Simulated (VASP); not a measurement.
# Rb (I4/mmm) in VASP: single point with PBE

Aim: the single point of Rb with PBE.

All numbers are computed with VASP 6.6.1; they aren't measurements. Logs are shortened: lines on timing, memory, paths and dates and some standing lists are left out, and cuts for length are marked.

**1. The cell of the first run**

Symmetry: I4/mmm, No. 139, tetragonal system. The conventional cell has a = 5.654 Å, b = 5.654 Å, c = 5.554 Å, α = 90.00°, β = 90.00°, γ = 90.00°.

**2. Single point, PBE (strained)**

INCAR reads:

```
SYSTEM = Rb
  PREC = Accurate
  ENCUT = 520
  EDIFF = 1E-7
  ISMEAR = 0
  SIGMA = 0.1
  LREAL = .False.
  LASPH = .True.
  NELM = 80
  ALGO = Normal
  ISIF = 2
  LWAVE = .False.
  LCHARG = .True.
  GGA = PE
  LELF = .True.
  LVHAR = .True.
  NBANDS = 10
```

KPOINTS reads:

```
Automatic mesh
0
Gamma
  10 10 10
  0 0 0
```

POSCAR reads:

```
Rb
1.0
   -2.8271428552      2.8271428552      2.7769691709
    2.8271428552     -2.8271428552      2.7769691709
    2.8271428552      2.8271428552     -2.7769691709
Rb
1
Direct
    0.0000000000      0.0000000000      0.0000000000
```

Potentials or basis: VASP PAW PBE potentials, release 64 (Rb_sv).

Run with:

```
$ cat potpaw_PBE.64/Rb_sv/POTCAR > POTCAR
$ mpirun -np 1 vasp_std > vasp.out
```

OUTCAR:

```text
SYSTEM = Rb
   PREC = Accurate
   ENCUT = 520
   EDIFF = 1E-7
   ISMEAR = 0
   LREAL = .False.
   LASPH = .True.
   NELM = 80
   ISIF = 2
   GGA = PE

 ion  position               nearest neighbor table
   1  0.000  0.000  0.000-

  LATTYP: Found a body centered tetragonal cell.
 ALAT       =     5.6542857104
 C/A-ratio  =     0.9822528656

  Lattice vectors:

 A1 = (  -2.8271428552,   2.8271428552,   2.7769691709)
 A2 = (   2.8271428552,  -2.8271428552,   2.7769691709)
 A3 = (   2.8271428552,   2.8271428552,  -2.7769691709)

Analysis of symmetry for initial positions (statically):
=====================================================================
 Subroutine PRICEL returns:
 Original cell was already a primitive cell.

 Routine SETGRP: Setting up the symmetry group for a
 body centered tetragonal supercell.

 Subroutine GETGRP returns: Found 16 space group operations
 (whereof 16 operations were pure point group operations)
 out of a pool of 16 trial point group operations.

The static configuration has the point symmetry D_4h.

Analysis of symmetry for dynamics (positions and initial velocities):
=====================================================================
 Subroutine PRICEL returns:
 Original cell was already a primitive cell.

 Routine SETGRP: Setting up the symmetry group for a
 body centered tetragonal supercell.

 Subroutine GETGRP returns: Found 16 space group operations
 (whereof 16 operations were pure point group operations)
 out of a pool of 16 trial point group operations.

The dynamic configuration has the point symmetry D_4h.

 Subroutine INISYM returns: Found 16 space group operations
 (whereof 16 operations are pure point group operations),
 and found     1 'primitive' translations

----------------------------------------------------------------------------------------

                                     Primitive cell

  volume of cell :      88.7823

  direct lattice vectors                    reciprocal lattice vectors
    -2.827142855  2.827142855  2.776969171     0.000000000  0.176856999  0.180052413
     2.827142855 -2.827142855  2.776969171     0.176856999  0.000000000  0.180052413
     2.827142855  2.827142855 -2.776969171     0.176856999  0.176856999  0.000000000

  length of vectors
     4.867959657  4.867959657  4.867959657     0.252383180  0.252383180  0.250113566

  position of ions in fractional coordinates (direct lattice)
     0.000000000  0.000000000  0.000000000

  ion indices of the primitive-cell ions
   primitive index   ion index
                 1           1

----------------------------------------------------------------------------------------

 KPOINTS: Automatic mesh

Automatic generation of k-mesh.
 Grid dimensions read from file:
 generate k-points for:   10   10   10

 Generating k-lattice:

  Cartesian coordinates                     Fractional coordinates (reciprocal lattice)
     0.000000000  0.017685700  0.018005241     0.100000000  0.000000000  0.000000000
     0.017685700  0.000000000  0.018005241     0.000000000  0.100000000  0.000000000
     0.017685700  0.017685700  0.000000000     0.000000000  0.000000000  0.100000000

  Length of vectors
     0.025238318  0.025238318  0.025011357

  Shift w.r.t. Gamma in fractional coordinates (k-lattice)
     0.000000000  0.000000000  0.000000000

 Subroutine IBZKPT returns following result:
 ===========================================

 Found    102 irreducible k-points:

 Following reciprocal coordinates:
            Coordinates               Weight
  0.000000  0.000000  0.000000      1.000000
  0.100000 -0.000000  0.000000      8.000000
  0.200000 -0.000000  0.000000      8.000000
  0.300000 -0.000000  0.000000      8.000000
  0.400000 -0.000000  0.000000      8.000000
  0.500000 -0.000000  0.000000      4.000000
[... 16 lines left out ...]
  0.300000  0.300000  0.000000      8.000000
  0.400000  0.300000  0.000000     16.000000
 [... further k-points ...]
   k-points           NKPTS =    102   k-points in BZ     NKDIM =    102   number of bands    NBANDS=     10
   number of dos      NEDOS =    301   number of ions     NIONS =      1
   total plane-waves  NPLWV =  46656
   dimension x,y,z NGX =    36 NGY =   36 NGZ =   36
   dimension x,y,z NGXF=    72 NGYF=   72 NGZF=   72
   ions per type =               1
   NGX,Y,Z   is equivalent  to a cutoff of  12.29, 12.29, 12.29 a.u.
   NGXF,Y,Z  is equivalent  to a cutoff of  24.59, 24.59, 24.59 a.u.
 SYSTEM =  Rb
   PREC   = accura    normal or accurate (medium, high low for compatibility)
   ISTART =      0    job   : 0-new  1-cont  2-samecut
   ICHARG =      2    charge: 1-file 2-atom 10-const
   ISPIN  =      1    spin polarized calculation?
   LNONCOLLINEAR =      F non collinear calculations
   LSORBIT =      F    spin-orbit coupling
   LASPH  =      T    aspherical Exc in radial PAW
   ENCUT  =  520.0 eV  38.22 Ry    6.18 a.u.   9.05  9.05  9.05*2*pi/ulx,y,z
   NELM   =     80;   NELMIN=  2; NELMDL= -5     # of ELM steps
   EDIFF  = 0.1E-06   stopping-criterion for ELM
   LREAL  =      F    real-space projection
   EDIFFG = 0.1E-05   stopping-criterion for IOM
   NSW    =      0    number of steps for IOM
   IBRION =     -1    ionic relax: 0-MD 1-quasi-New 2-CG
   NFREE  =      0    steps in history (QN), initial steepest desc. (CG)
   ISIF   =      2    stress and relaxation
   ISYM   =      2    0-nonsym 1-usesym 2-fastsym
   POTIM  = 0.5000    time-step for ionic-motion
   TEBEG  =    0.0;   TEEND  =   0.0 temperature during run
   PSTRESS=    0.0 pullay stress
   NELECT =       9.0000    total number of electrons
   NUPDOWN=      -1.0000    fix difference up-down
   EMIN   =  10.00;   EMAX   =-10.00  energy-range for DOS
   EFERMI =   0.00;   METHOD = LEGACY
   ISMEAR =     0;   SIGMA  =   0.10  broadening in eV -4-tet -1-fermi 0-gaus
   EFERMI_NEDOS =   21; number of points for ismear=-14 and -15
   IALGO  =     38    algorithm
   IMIX   =      4    mixing-type and parameters
     AMIX     =   0.40;   BMIX     =  1.00
     AMIX_MAG =   1.60;   BMIX_MAG =  1.00
  volume/ion in A,a.u.               =      88.78       599.13
  Fermi-wavevector in a.u.,A,eV,Ry     =   0.763332  1.442488  7.927785  0.582676
  Thomas-Fermi vector in A             =   1.862990
   LORBIT       =      0    0 simple, 1 ext, 2 COOP (PROOUT), +10 PAW based schemes
   GGA     = PE    functional components
   LHFCALC =     F    Hartree Fock is set to
   AEXX    =    0.0000 exact exchange contribution
   IVDW    =     0    specifies the selected vdW correction
   LEPSILON=     F    determine dielectric tensor
   LRPA    =     F    only Hartree local field effects (RPA)
 non-spin polarized calculation
 Gauss-broadening in eV      SIGMA  =   0.10
  energy-cutoff  :      520.00
  volume of cell :       88.78
 maximum number of plane-waves:      2430
   NGX = 19   NGY = 19   NGZ = 19

 number of electron       9.0000000 magnetization

 Free energy of the ion-electron system (eV)
  ---------------------------------------------------
  ext. energy  EPLUGINS =         0.00000000
  ---------------------------------------------------
  free energy    TOTEN  =        -0.93530725 eV

  energy without entropy =       -0.92918485  energy(sigma->0) =       -0.93224605

 E-fermi :   0.0710     XC(G=0):  -5.5262

 val. band max:        0.0604953974   @ k =   0.5000   0.2000   0.0000
 cond. band min:       0.0857104816   @ k =   0.3000   0.2000   0.0000
 fundamental gap:      0.0252150842
 Fermi energy:         0.0710351232

 k-point     1 :       0.0000    0.0000    0.0000
  band No.  band energies     occupation
      1     -28.8221      2.00000
      2     -12.8620      2.00000
      3     -12.8619      2.00000
      4     -12.8619      2.00000
      5      -1.9372      2.00000
      6       3.7090      0.00000
      7       3.8017      0.00000
      8       3.8017      0.00000
      9       4.6551      0.00000
     10       4.7845      0.00000

 k-point     2 :       0.1000   -0.0000    0.0000
  band No.  band energies     occupation
      1     -28.8217      2.00000
      2     -12.8721      2.00000
      3     -12.8653      2.00000
      4     -12.8620      2.00000
      5      -1.8157      2.00000
      6       3.5812      0.00000
      7       3.6031      0.00000
      8       3.8724      0.00000
      9       4.5145      0.00000
     10       4.6617      0.00000

 k-point     3 :       0.2000   -0.0000    0.0000
  band No.  band energies     occupation
      1     -28.8205      2.00000
      2     -12.8985      2.00000
      3     -12.8741      2.00000
      4     -12.8621      2.00000
      5      -1.4629      2.00000
      6       2.9469      0.00000
      7       3.2398      0.00000
      8       4.1969      0.00000
      9       4.5112      0.00000
     10       4.6078      0.00000

 k-point     4 :       0.3000   -0.0000    0.0000
  band No.  band energies     occupation
      1     -28.8190      2.00000
      2     -12.9306      2.00000
      3     -12.8849      2.00000
      4     -12.8623      2.00000
      5      -0.9135      2.00000
      6       2.1773      0.00000
      7       2.9157      0.00000
      8       4.6131      0.00000
      9       4.6741      0.00000
     10       4.7272      0.00000

 k-point     5 :       0.4000   -0.0000    0.0000
  band No.  band energies     occupation
      1     -28.8178      2.00000
      2     -12.9562      2.00000
      3     -12.8937      2.00000
      4     -12.8625      2.00000
      5      -0.2327      1.99998
      6       1.4300      0.00000
      7       2.7005      0.00000
      8       4.5119      0.00000
      9       4.9063      0.00000
     10       5.4280      0.00000

 k-point     6 :       0.5000   -0.0000    0.0000
  band No.  band energies     occupation
      1     -28.8174      2.00000
      2     -12.9659      2.00000
      3     -12.8970      2.00000
      4     -12.8625      2.00000
      5       0.3125      0.00064
      6       0.8798      0.00000
      7       2.6261      0.00000
      8       4.3925      0.00000
      9       5.2689      0.00000
     10       5.3789      0.00000
[... 183 lines left out ...]
 k-point    21 :      -0.3000    0.2000   -0.0000
  band No.  band energies     occupation
      1     -28.8196      2.00000
      2     -12.9178      2.00000
      3     -12.8791      2.00000
      4     -12.8650      2.00000
      5      -1.1378      2.00000
      6       2.5016      0.00000
      7       2.9896      0.00000
      8       4.3089      0.00000
      9       4.5044      0.00000
     10       4.9631      0.00000

 k-point    22 :      -0.2000    0.2000    0.0000
  band No.  band energies     occupation
      1     -28.8205      2.00000
      2     -12.8986      2.00000
      3     -12.8736      2.00000
      4     -12.8616      2.00000
      5      -1.4715      2.00000
      6       2.8923      0.00000
      7       3.3145      0.00000
      8       4.2471      0.00000
      9       4.4170      0.00000
     10       4.6709      0.00000

 k-point    23 :       0.3000    0.3000    0.0000
  band No.  band energies     occupation
      1     -28.8169      2.00000
      2     -12.9430      2.00000
      3     -12.9223      2.00000
      4     -12.8749      2.00000
      5       0.7802      0.00000
      6       1.3251      0.00000
      7       1.6055      0.00000
      8       4.1249      0.00000
      9       4.7236      0.00000
     10       5.1650      0.00000

 k-point    24 :       0.4000    0.3000    0.0000
  band No.  band energies     occupation
      1     -28.8169      2.00000
      2     -12.9427      2.00000
      3     -12.9223      2.00000
      4     -12.8744      2.00000
      5       0.7432      0.00000
      6       1.3447      0.00000
      7       1.6166      0.00000
      8       4.1277      0.00000
      9       4.7766      0.00000
     10       5.1031      0.00000

 [... further k-points ...]
[... 5 lines left out ...]
  --------------------------------------------------------------------------------------
  -------------------------------------------------------------------------------------
  Total        0.0470997      0.0470997      0.0395642      0.0000000     -0.0000000      0.0000000
  in kB        0.8499670      0.8499670      0.7139808      0.0000000     -0.0000000      0.0000000
  external PRESSURE =       0.8046382 kB  Pullay stress =       0.0000000 kB

 VOLUME and BASIS-vectors are now :
 -----------------------------------------------------------------------------
  energy-cutoff  :      520.00
  volume of cell :       88.78
      direct lattice vectors                 reciprocal lattice vectors
    -2.827142855  2.827142855  2.776969171     0.000000000  0.176856999  0.180052413
     2.827142855 -2.827142855  2.776969171     0.176856999  0.000000000  0.180052413
     2.827142855  2.827142855 -2.776969171     0.176856999  0.176856999  0.000000000

 POSITION                                       TOTAL-FORCE (eV/Angst)
 -----------------------------------------------------------------------------------
      0.00000      0.00000      0.00000         0.000000     -0.000000      0.000000
 -----------------------------------------------------------------------------------
    total drift:                               -0.000000      0.000000      0.000000

  FREE ENERGIE OF THE ION-ELECTRON SYSTEM (eV)
  ---------------------------------------------------
  free  energy   TOTEN  =        -0.9353072462 eV

  energy  without entropy=       -0.9291848529  energy(sigma->0) =       -0.93224605
```

Wall time 41 s (1 thread of Intel Xeon Platinum 8375C at 2.90GHz (Ice Lake), shared host); peak memory 0.25 GiB.

What came out:

- Free energy: -0.9353 eV
- Pressure: 0.1 GPa

Levels at points of the mesh, in eV from the Fermi level:
```
           k point  band 2  band 3  band 4  band 5  band 6  band 7  band 8  band 9
(0.00, 0.00, 0.00)  -12.93  -12.93  -12.93   -2.01    3.64    3.73    3.73    4.58
(0.50, 0.00, 0.00)  -13.04  -12.97  -12.93    0.24    0.81    2.56    4.32    5.20
(0.50, 0.50, 0.00)  -13.04  -12.97  -12.93    0.21    0.77    2.65    4.26    5.23
(0.50, 0.50, 0.50)  -13.01  -13.01  -13.00    1.21    1.26    3.25    3.25    3.43
```

Caveat: the cell differs from its parent crystal (strained).
